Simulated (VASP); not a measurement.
A run of VASP 6.6.1 is set up as follows.

INCAR

```
  ALGO = Normal
  EDIFF = 1E-6
  ENCUT = 520
  GGA = PE
  ISIF = 2
  ISMEAR = 0
  LASPH = T
  LCHARG = T
  LELF = T
  LREAL = F
  LVHAR = T
  LWAVE = F
  NBANDS = 28
  NELM = 80
  PREC = Accurate
  SIGMA = 0.1
```

File KPOINTS:

```
k-points
0
Gamma
  8 8 8
```

The input POSCAR:

```
AlAs3
1.0
    5.6904176486      0.0000000000      0.0000000000
    0.0000000000      3.7788949535      3.8189168402
    0.0000000000     -3.7788949535      3.8189168402
Al As
2 6
Direct
    0.2212162838      0.0664072826      0.5664072826
    0.7787837162      0.5664072826      0.0664072826
    0.7164366901      0.5445899775      0.5593277276
    0.2835633099      0.5593277276      0.5445899775
    0.7655269846      0.0798627083      0.5798627083
    0.7164366901      0.0593277276      0.0445899775
    0.2344730154      0.5798627083      0.0798627083
    0.2835633099      0.0445899775      0.0593277276
```

Potentials or basis: VASP PAW PBE potentials, release 64 (Al, As).

Launch:

```console
$ cat potpaw_PBE.64/Al/POTCAR potpaw_PBE.64/As/POTCAR > POTCAR
$ mpirun -np 1 vasp_std > vasp.out
```

Predict the largest force.

0.040 eV/Å.

Predict the pressure.

0.2 GPa.

Predict the band gap on the k mesh.

zero (bands 18 and 19 overlap by 1.27 eV).

Forces on the atoms (eV/Å):
```
Al   0.003  0.000 -0.002
Al  -0.003  0.000 -0.002
As   0.028  0.017  0.021
As  -0.028 -0.017  0.021
As   0.001  0.000 -0.040
As   0.028 -0.017  0.021
As  -0.001  0.000 -0.040
As  -0.028  0.017  0.021
```
